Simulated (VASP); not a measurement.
Input of a VASP 6.6.1 run:

The input INCAR:

```
PREC = Accurate ; ENCUT = 520
EDIFF = 1E-7 ; ISMEAR = 0
SIGMA = 0.15 ; LREAL = F
LASPH = T ; NELM = 80
ALGO = Normal ; ISIF = 2
LWAVE = F ; LCHARG = F
GGA = PS ; NBANDS = 36
```

File KPOINTS:

```
regular mesh
0
Gamma
  12 12 8
```

File POSCAR:

```
Ge
1.0
    3.6451707579      0.0000000000      0.0000000000
   -1.8225853789      3.1568104774      0.0000000000
    0.0000000000      0.0000000000      5.9993688303
Ge
4
Direct
    0.0000000000      0.0000000000      0.0711500000
    0.0000000000      0.0000000000      0.5711500000
    0.3333333333      0.6666666667      0.8211500000
    0.6666666667      0.3333333333      0.3211500000
```

Potentials or basis: VASP PAW PBE potentials, release 64 (Ge_d).

Command:

```bash
$ cat potpaw_PBE.64/Ge_d/POTCAR > POTCAR
$ mpirun -np 1 vasp_std > vasp.out
```

(1) Estimate the pressure.

(2) What does it give for the band gap on the k mesh?

## Answers

(1) 11.8 GPa.

(2) zero (bands 28 and 29 overlap by 4.82 eV).

Caveat: the cell differs from its parent crystal (strain -0.040 along x and y, -0.040 along z); the cell stands under pressure; the PAW data sets were made with another functional, which shifts forces and pressure a little.
